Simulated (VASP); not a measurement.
Runs of VASP 6.6.1 on Rb. The structure is that of space group Im-3m (No. 229), or close to it. The cells are those of the table. 

```tsv
cell	gap on the mesh (eV)	pressure (GPa)
a = 4.979 Å, angles 109.5°, 1 atom	none	(b)
a = 4.829 Å, angles 109.5°, 1 atom	none	0.2
a = 4.880 Å, angles 109.5°, 1 atom	none	0.1
a = 4.777 Å, angles 109.5°, 1 atom	none	0.3
a = 5.027 Å, angles 109.5°, 1 atom	none	(a)
```

Alike in all rows: task single point; level PBE; potentials or basis VASP PAW PBE potentials, release 64 (Rb_sv); no spin polarisation; k mesh 10 × 10 × 10; cutoff (eV) 520; smearing gaussian 0.1 eV.

**Question.** Fill in the values left out.

**Answer.** (a) -0.2; (b) -0.1.

A k mesh can miss the band edges, and the runs leave out spin-orbit coupling on Rb.

A gap of «none» marks levels without a gap at the run's occupations.
